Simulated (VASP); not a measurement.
Wanted: the native input for a VASP 6.6.1 run.

```
Task                   : single point
Functional             : PBE
Potentials or basis    : VASP PAW PBE potentials, release 64 (Gd)
Cutoff                 : 520 eV
k mesh                 : 13 × 13 × 13
Occupations            : fermi-dirac, width 0.08 eV
Spin                   : collinear spin, ferromagnetic start
Starting moments       : [7.0] μB
Dipole correction      : no
Further INCAR settings : ALGO = Normal; EDIFF = 1e-06; NBANDS = 19
```

The structure of Gd lies in POSCAR:

```
Gd
1.0
    2.5973707813      0.0000000000      0.0000000000
    0.0000000000      2.5973707813      0.0000000000
    0.0000000000      0.0000000000      2.5973707813
Gd
1
Direct
    0.0000000000      0.0000000000      0.0000000000
```

This isn't the form of Gd at room conditions, which is hcp.

One way to write it, as run:

INCAR

```
  ALGO = Normal
  EDIFF = 1E-6
  ENCUT = 520
  GGA = PE
  ISIF = 2
  ISMEAR = -1
  ISPIN = 2
  LASPH = True
  LCHARG = True
  LELF = True
  LMAXMIX = 6
  LORBIT = 11
  LREAL = False
  LVHAR = True
  LWAVE = False
  MAGMOM = 7
  NBANDS = 19
  NELM = 150
  PREC = Accurate
  SIGMA = 0.08
```

KPOINTS

```
k-points
0
Gamma
  13 13 13
```

Potentials or basis: VASP PAW PBE potentials, release 64 (Gd).

Command:

```console
$ cat potpaw_PBE.64/Gd/POTCAR > POTCAR
$ mpirun -np 1 vasp_std > vasp.out
```

It gave:

| Item | Value |
| --- | --- |
| Pressure | 59.8 GPa |
| Net moment | 6.85 μB per cell |
| Site moments | Gd +6.61 μB |
| Valence electrons inside the program's atomic spheres | Gd 15.92 |

Caveat: the cell stands under pressure.

Run time: 47 s on 1 thread of AMD EPYC 9R45 96-Core Processor (Zen 5), on a shared host, peak memory 0.14 GiB.
